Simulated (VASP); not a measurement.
Write the native input for VASP 6.6.1 that does the following.

| Quantity | Value |
| --- | --- |
| Task | single point |
| Functional | r2SCAN |
| Potentials or basis | VASP PAW PBE potentials, release 64 (Ba_sv, Ti_sv, O) |
| Cutoff | 520 eV |
| k mesh | 6 × 6 × 6 |
| Occupations | gaussian, width 0.02 eV |
| Spin | no spin polarisation |
| Hubbard terms | Ti d U = 4.0 eV |
| Dipole correction | no |
| Further INCAR settings | ALGO = Normal; EDIFF = 1e-06; NBANDS = 28 |

BaTiO3:

```xyz
5
Lattice="4.0000 0.0000 0.0000 0.0000 2.8516 2.8596 0.0000 -2.8516 2.8596" Properties=species:S:1:pos:R:3 pbc="T T T"
Ba    0.0000    0.0000    0.0121
Ti    2.0000    0.0000    2.9311
O     2.0000    1.4005    4.2167
O     2.0000   -1.4005    4.2167
O     0.0000    0.0000    2.8066
```

These files were run (other wordings do the same):

POSCAR

```
BaTiO3
1.0
    3.9999975031      0.0000000000      0.0000000000
    0.0000000000      2.8516480956      2.8596107230
    0.0000000000     -2.8516480956      2.8596107230
Ba Ti O
1 1 3
Direct
    0.0000000000      0.0021091361      0.0021091361
    0.5000000000      0.5125070761      0.5125070761
    0.5000000000      0.9828467962      0.4917118563
    0.5000000000      0.4917118563      0.9828467962
    0.0000000000      0.4907251354      0.4907251354
```

INCAR.step1

```
PREC = Accurate
ENCUT = 520
ISMEAR = 0
SIGMA = 0.02
LREAL = False
LASPH = True
NELM = 150
LMAXMIX = 4
LDAU = True
LDAUTYPE = 2
LDAUL = -1 2 -1
LDAUU = 0 4 0
LDAUJ = 0 0 0
NBANDS = 28
GGA = PE
ALGO = Normal
EDIFF = 1E-4
LWAVE = True
LCHARG = False
```

INCAR.step2

```
PREC = Accurate
ENCUT = 520
EDIFF = 1E-6
ISMEAR = 0
SIGMA = 0.02
LREAL = False
LASPH = True
NELM = 150
ALGO = Normal
ISIF = 2
LWAVE = False
LCHARG = False
LMAXMIX = 4
LDAU = True
LDAUTYPE = 2
LDAUL = -1 2 -1
LDAUU = 0 4 0
LDAUJ = 0 0 0
LDAUPRINT = 1
METAGGA = R2SCAN
LMIXTAU = True
NBANDS = 28
ISTART = 1
```

KPOINTS

```
regular mesh
0
Gamma
  6 6 6
```

Potentials or basis: VASP PAW PBE potentials, release 64 (Ba_sv, Ti_sv, O).

The run is started by

```sh
$ cat potpaw_PBE.64/Ba_sv/POTCAR potpaw_PBE.64/Ti_sv/POTCAR potpaw_PBE.64/O/POTCAR > POTCAR
$ cp INCAR.step1 INCAR
$ mpirun -np 1 vasp_std > vasp.out
$ cp INCAR.step2 INCAR
$ mpirun -np 1 vasp_std > vasp.out
```

Results of the run:

```yaml
Pressure: 2.8 GPa
Largest_force: 0.588 eV/Å
Band_gap_on_the_k_mesh: 2.87 eV (least direct gap 3.22 eV)
```

Caveat: the PAW data sets were made with another functional, which shifts forces and pressure a little; spin-orbit coupling is left out, which moves the levels of the heavy elements.

It took 5.2 min on 1 thread of Intel Xeon 8259CL, with other jobs on the host, peak memory 0.24 GiB.
